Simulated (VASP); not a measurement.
# H3CCl in VASP: a series of runs, part 2 of 3

VASP 6.6.1. The steps go on from the part before.

**3. Single point, PBE**

The input, INCAR:

```
ALGO = Normal
EDIFF = 1E-6
ENCUT = 520
GGA = PE
ISIF = 2
ISMEAR = -1
LASPH = True
LCHARG = True
LELF = True
LREAL = Auto
LVHAR = True
LWAVE = False
NBANDS = 82
NELM = 100
PREC = Accurate
SIGMA = 0.05
```

The input, KPOINTS:

```
k-points
0
Gamma
  1 1 1
```

The input, POSCAR:

```
H3CCl
1.0
    8.7171280000      0.0000000000      0.0000000000
    0.0000000000      8.7171280000      0.0000000000
    0.0000000000      0.0000000000      8.7171280000
C Cl H
8 8 24
Direct
    0.3083125543      0.7292310036      0.0401623103
    0.6987507812      0.5806040705      0.2559673324
    0.5977083278      0.9777532233      0.4435176356
    0.9754933047      0.0448427510      0.9027170417
    0.5637292466      0.3231339496      0.8030397168
    0.3113869614      0.4223294645      0.4419345454
    0.2246955649      0.8762289598      0.4382062533
    0.7948948323      0.7392801849      0.7986231245
    0.1910721054      0.6687064822     -0.1203836860
    0.7572448173      0.5210202259      0.4465920427
    0.7631871415      1.0917242468      0.4688585507
    0.8838920342      0.0244805399      1.0865734678
    0.4836111160      0.2879732866      1.0016142931
    0.1891563368      0.2732666080      0.5130359449
    0.0501311900      0.7617646546      0.4630768299
    0.5937276589      0.7903635234      0.7862222512
    0.2401249586      0.8058158605      0.1057458374
    0.3006494800      0.6300928471      0.1254541633
    0.4318280057      0.7509927582      0.0125041183
    0.7711484792      0.6857189662      0.2401249586
    0.7302060954      0.4923181121      0.1687826541
    0.5790783386      0.6175084271      0.2767310518
    0.6329951791      0.8634609931      0.4296942755
    0.4991666980      0.9940085771      0.5409465136
    0.5533244436      1.0055720187      0.3352709746
    1.0016372365      0.1672913372      0.8944689122
    1.0817897821     -0.0327516127      0.8977039227
    0.8847638809      0.0096362013      0.8085805325
    0.5584063926      0.4438617857      0.7845359160
    0.6787212486      0.2745858498      0.7956863774
    0.4790453920      0.2562655957      0.7369399646
    0.3610707563      0.4611151746      0.5624329481
    0.3956463643      0.3767525267      0.3720606145
    0.2510459867      0.5183358556      0.3727030279
    0.2772013902      0.8932758587      0.5473935911
    0.3069015391      0.8288280268      0.3582716693
    0.1853018563      0.9935726537      0.4022311018
    0.8695868639      0.8310305871      0.7257895031
    0.8325219040      0.7262024832      0.9191674139
    0.8018351916      0.6279705885      0.7254797681
```

Potentials or basis: VASP PAW PBE potentials, release 64 (C, Cl, H).

Launch:

```sh
$ cat potpaw_PBE.64/C/POTCAR potpaw_PBE.64/Cl/POTCAR potpaw_PBE.64/H/POTCAR > POTCAR
$ mpirun -np 1 vasp_gam > vasp.out
```

OUTCAR:

```text
EDIFF = 1E-6
   ENCUT = 520
   GGA = PE
   ISIF = 2
   ISMEAR = -1
   LASPH = True
   LREAL = Auto
   NELM = 100
   PREC = Accurate

 ion  position               nearest neighbor table
   1  0.308  0.729  0.040-  17 1.06  19 1.12  18 1.14   9 1.81
   2  0.699  0.581  0.256-  22 1.11  21 1.12  20 1.12  10 1.81
   3  0.598  0.978  0.444-  25 1.05  23 1.05  24 1.22  11 1.77
   4  0.975  0.045  0.903-  26 1.09  27 1.15  28 1.18  12 1.80
   5  0.564  0.323  0.803-  29 1.07  30 1.09  31 1.10  13 1.89
   6  0.311  0.422  0.442-  33 1.03  34 1.16  32 1.19  14 1.79
   7  0.225  0.876  0.438-  35 1.07  36 1.08  37 1.12  15 1.83
   8  0.795  0.739  0.799-  39 1.11  40 1.16  38 1.21  16 1.81
   9  0.191  0.669  0.880-   1 1.81
  10  0.757  0.521  0.447-   2 1.81
  11  0.763  0.092  0.469-   3 1.77
  12  0.884  0.024  0.087-   4 1.80
  13  0.484  0.288  0.002-   5 1.89
  14  0.189  0.273  0.513-   6 1.79
[... 24 lines left out ...]
  39  0.833  0.726  0.919-   8 1.11
  40  0.802  0.628  0.725-   8 1.16

  LATTYP: Found a simple cubic cell.
 ALAT       =     8.7171280000

  Lattice vectors:

 A1 = (   8.7171280000,   0.0000000000,   0.0000000000)
 A2 = (   0.0000000000,   8.7171280000,   0.0000000000)
 A3 = (   0.0000000000,   0.0000000000,   8.7171280000)

Analysis of symmetry for initial positions (statically):
=====================================================================
 Subroutine PRICEL returns:
 Original cell was already a primitive cell.

 Routine SETGRP: Setting up the symmetry group for a
 simple cubic supercell.

 Subroutine GETGRP returns: Found  1 space group operations
 (whereof  1 operations were pure point group operations)
 out of a pool of 48 trial point group operations.

The static configuration has the point symmetry C_1 .

Analysis of symmetry for dynamics (positions and initial velocities):
=====================================================================
[... 185 lines left out ...]
  Thomas-Fermi vector in A             =   2.028808
   LORBIT       =      0    0 simple, 1 ext, 2 COOP (PROOUT), +10 PAW based schemes
   GGA     = PE    functional components
   LHFCALC =     F    Hartree Fock is set to
   AEXX    =    0.0000 exact exchange contribution
   IVDW    =     0    specifies the selected vdW correction
   LEPSILON=     F    determine dielectric tensor
   LRPA    =     F    only Hartree local field effects (RPA)
 non-spin polarized calculation
  energy-cutoff  :      520.00
  volume of cell :      662.40
 maximum number of plane-waves:      8923
 NGX is ok and might be reduce to    70
   NGX = 33   NGY = 33   NGZ = 33

 number of electron     112.0000002 magnetization

 Free energy of the ion-electron system (eV)
  ---------------------------------------------------
  ext. energy  EPLUGINS =         0.00000000
  ---------------------------------------------------
  free energy    TOTEN  =      -177.58859515 eV

  energy without entropy =     -177.58859515  energy(sigma->0) =     -177.58859515

 E-fermi :  -1.8858     XC(G=0):  -6.2714

 val. band max:       -3.1043679947   @ k =   0.0000   0.0000   0.0000
 cond. band min:       2.0277297538   @ k =   0.0000   0.0000   0.0000
 fundamental gap:      5.1320977485
 Fermi energy:        -1.8858474923

 k-point     1 :       0.0000    0.0000    0.0000
  band No.  band energies     occupation
      1     -17.8074      2.00000
      2     -17.7455      2.00000
      3     -17.7154      2.00000
      4     -17.6400      2.00000
      5     -17.5910      2.00000
      6     -17.4503      2.00000
[... 60 lines left out ...]
     67       4.1088      0.00000
     68       4.2731      0.00000
 [bands above 68 left out]

------------------------ aborting loop because EDIFF is reached ----------------------------------------

  FORCE on cell =-STRESS in cart. coord.  units (eV):
  Direction    XX          YY          ZZ          XY          YZ          ZX
  --------------------------------------------------------------------------------------
  -------------------------------------------------------------------------------------
  Total       -7.4914413      0.2157908     -7.2018594     -2.4191788      1.2557971      2.2050248
  in kB      -18.1198957      0.5219433    -17.4194706     -5.8513798      3.0374547      5.3333954
  external PRESSURE =     -11.6724743 kB  Pullay stress =       0.0000000 kB

 VOLUME and BASIS-vectors are now :
 -----------------------------------------------------------------------------
  energy-cutoff  :      520.00
  volume of cell :      662.40
      direct lattice vectors                 reciprocal lattice vectors
     8.717128000  0.000000000  0.000000000     0.114716682  0.000000000  0.000000000
     0.000000000  8.717128000  0.000000000     0.000000000  0.114716682  0.000000000
     0.000000000  0.000000000  8.717128000     0.000000000  0.000000000  0.114716682

 POSITION                                       TOTAL-FORCE (eV/Angst)
 -----------------------------------------------------------------------------------
      2.68760      6.35680      0.35010        -0.015806     -2.689073      0.989486
      6.09110      5.06120      2.23130         0.950889      1.077168      0.708033
      5.21030      8.52320      3.86620        -1.744565      1.105200      2.325207
      8.50350      0.39090      7.86910        -0.610487     -0.904536     -1.065901
      4.91410      2.81680      7.00020        -1.178353     -1.544495      1.239598
      2.71440      3.68150      3.85240        -1.149131      2.345083      2.898226
[... 32 lines left out ...]
      7.25720      6.33040      8.01250        -0.191416      0.118972     -0.499362
      6.98970      5.47410      6.32410         0.131640      1.335154      1.347406
 -----------------------------------------------------------------------------------
    total drift:                                0.011290     -0.001915      0.000998

  FREE ENERGIE OF THE ION-ELECTRON SYSTEM (eV)
  ---------------------------------------------------
  free  energy   TOTEN  =      -177.5885951543 eV

  energy  without entropy=     -177.5885951542  energy(sigma->0) =     -177.58859515
```

stdout:

```text
POSCAR found type information on POSCAR C ClH
 POSCAR found :  3 types and      40 ions
 scaLAPACK will be used
 LDA part: xc-table for (Slater+PW92), standard interpolation
 POSCAR, INCAR and KPOINTS ok, starting setup
 FFT: planning ... GRIDC
 FFT: planning ... GRID_SOFT
 FFT: planning ... GRID
 WAVECAR not read
 entering main loop
```

Run time: 1.8 min. Hardware: 1 thread of Intel Xeon Platinum 8488C (Sapphire Rapids), shared host; peak memory 0.66 GiB.

What came out:

```yaml
Free_energy: -177.5886 eV
Pressure: -1.2 GPa
Largest_force: 3.901 eV/Å
Band_gap_on_the_k_mesh: 5.13 eV
```

Forces in eV/Å, atoms in the order of the input:
```
C   -0.016 -2.689  0.989
C    0.951  1.077  0.708
C   -1.745  1.105  2.325
C   -0.610 -0.905 -1.066
C   -1.178 -1.544  1.240
C   -1.149  2.345  2.898
C   -1.611  1.184 -0.271
C    1.009 -0.175 -2.808
Cl   0.649  0.285  0.130
Cl  -0.012 -0.425 -0.206
Cl   0.032  0.214  0.374
Cl   0.137 -0.145 -0.075
Cl   0.676  0.293 -0.875
Cl  -0.405  0.004 -0.553
Cl   1.052  0.245 -0.278
Cl   0.563  0.014  0.249
H   -0.195  1.740  0.026
H    0.521  0.357 -1.046
H   -1.108  0.267 -0.038
H   -0.507 -0.554 -0.315
H   -0.724  0.349  0.589
H    0.253 -0.514 -0.871
H    0.464 -1.719  0.554
H    2.305 -0.270 -1.844
H   -0.917  0.847 -1.474
H    0.269 -0.108 -0.230
H   -1.253  0.965 -0.015
H    1.648  0.789  1.526
H   -0.039  0.852 -0.192
H    0.021 -0.009  0.118
H    0.466  0.388 -0.259
H   -0.472  0.116 -2.480
H    1.714 -1.142 -1.155
H    0.291 -1.266  1.320
H    0.320 -0.269  1.005
H   -0.053 -0.456 -0.341
H    0.272 -0.847 -0.106
H   -1.560 -1.856  1.602
H   -0.191  0.119 -0.499
H    0.132  1.335  1.347
```

Caveat: the k points lie up to 0.72 Å⁻¹ apart.

**4. Single point, PBE**

The input, INCAR:

```
ALGO = Normal ; EDIFF = 1E-6
ENCUT = 520 ; GGA = PE
ISIF = 2 ; ISMEAR = -1
LASPH = T ; LCHARG = F
LREAL = Auto ; LWAVE = F
NBANDS = 82 ; NELM = 100
PREC = Accurate ; SIGMA = 0.05
```

KPOINTS is that of step 3.

The input, POSCAR:

```
H3CCl
1.0
    8.7171280000      0.0000000000      0.0000000000
    0.0000000000      8.7171280000      0.0000000000
    0.0000000000      0.0000000000      8.7171280000
C Cl H
8 8 24
Direct
    0.2955331160      0.7208911008      0.0446477326
    0.7258353898      0.5937047156      0.2532256037
    0.5856057178      1.0013619164      0.4753056282
    0.9958325724      0.0425943040      0.9045983953
    0.5348321144      0.2855068780      0.8057470304
    0.3194744875      0.4200810175      0.4595894428
    0.2137745368      0.8862322545      0.4123376415
    0.7752323931      0.7425496104      0.7977512777
    0.1915768588      0.6562367789     -0.1248346933
    0.7612943162      0.5261136466      0.4525458385
    0.7687164855      1.0893725548      0.4551154922
    0.8787756702      0.0303196190      1.0771552282
    0.4975262495      0.3022899285      1.0093461975
    0.1652149653      0.2777864453      0.5091699927
    0.0651476037      0.7761042398      0.4727474462
    0.5800649021      0.7792245336      0.7947686440
    0.2319915458      0.8112763745      0.0974174063
    0.3270687318      0.6241390513      0.1210375711
    0.3882700816      0.7643916666     -0.0255703484
    0.7885968865      0.6878297531      0.2198201059
    0.7437656072      0.4926737338      0.1811261691
    0.6081704892      0.6119790830      0.2312229441
    0.5910547602      0.8736363628      0.4724377111
    0.5336046459      1.0249361946      0.5977197995
    0.4947730491      1.0305228970      0.3893140034
    1.0451033873      0.1517357552      0.8733839861
    1.0865964111     -0.0396805003      0.9128235813
    0.9216797092      0.0119993649      0.8109551678
    0.5318953674      0.3954628176      0.7358157411
    0.6495487963      0.2383468500      0.7959502258
    0.4671492721      0.2019472468      0.7388213182
    0.3453889859      0.5087684843      0.5427590372
    0.4246811565      0.3546466221      0.4218017677
    0.2654429303      0.4731948412      0.3575833692
    0.3197153925      0.8896508116      0.4904482302
    0.2501856116      0.8479398261      0.2973571112
    0.1864146081      1.0083137474      0.3937994257
    0.8426169720      0.7886083582      0.7101306761
    0.8274973133      0.7493408379      0.9118026029
    0.7914762752      0.6295077920      0.7858092711
```

Launch:

```sh
$ cat potpaw_PBE.64/C/POTCAR potpaw_PBE.64/Cl/POTCAR potpaw_PBE.64/H/POTCAR > POTCAR
$ mpirun -np 1 vasp_gam > vasp.out
```

It took 1.8 min on 1 thread of Intel Xeon Platinum 8488C (Sapphire Rapids), shared host; peak memory 0.66 GiB.

The run converged. Its results:

* Free energy: -177.4670 eV
* Pressure: 0.5 GPa
* Largest force: 4.347 eV/Å
* Band gap on the k mesh: 5.09 eV

Forces in eV/Å, atoms in the order of the input:
```
C    0.256 -0.912 -1.481
C   -0.522 -3.218  0.962
C   -1.704 -0.657  1.684
C   -0.645 -0.191  0.135
C    0.474  0.432 -1.101
C   -0.457 -1.207 -1.747
C    2.682  1.483 -0.599
C    0.128  0.964  2.086
Cl  -0.570 -0.415  0.388
Cl  -0.356  0.728 -1.298
Cl  -0.643 -0.135 -0.084
Cl   0.682  0.490 -0.538
Cl  -0.267  0.007 -1.048
Cl   1.155  1.071  0.253
Cl  -1.055 -0.818  0.621
Cl  -0.436  0.344 -0.173
H   -0.548  0.445  0.376
H   -0.233  0.368 -0.418
H    0.870  0.327  1.108
H    1.702  1.932 -0.201
H    0.708 -0.048 -0.026
H   -1.580  0.601  0.523
H    0.559  0.497 -0.093
H    0.958 -0.057 -1.880
H    0.980  0.491  0.177
H   -0.013  0.882  0.667
H    0.496 -0.619  0.157
H   -0.400 -0.288 -0.456
H   -0.124 -0.624  1.247
H    0.537  0.103  0.167
H   -0.642  0.150  0.873
H   -0.270 -0.175  0.697
H   -0.863  0.438  0.524
H    0.400  0.018  0.301
H   -1.337 -0.502 -0.540
H    0.124 -0.151  0.456
H   -0.486 -0.155  0.308
H    0.628  1.481 -1.251
H   -0.188  1.162  0.178
H    0.001 -4.240 -0.955
```

Stress tensor (GPa, compression positive):
```
 0.94  0.05 -0.43
 0.05  1.90  0.64
-0.43  0.64 -1.37
```

Levels at points of the mesh, in eV from the valence-band top:
```tsv
k point	band 53	band 54	band 55	band 56	band 57	band 58	band 59	band 60
(0.00, 0.00, 0.00)	-0.18	-0.12	-0.06	0.00	5.09	5.47	5.58	5.76
```

Caveat: the k points lie up to 0.72 Å⁻¹ apart.

[end of part 2 of 3]
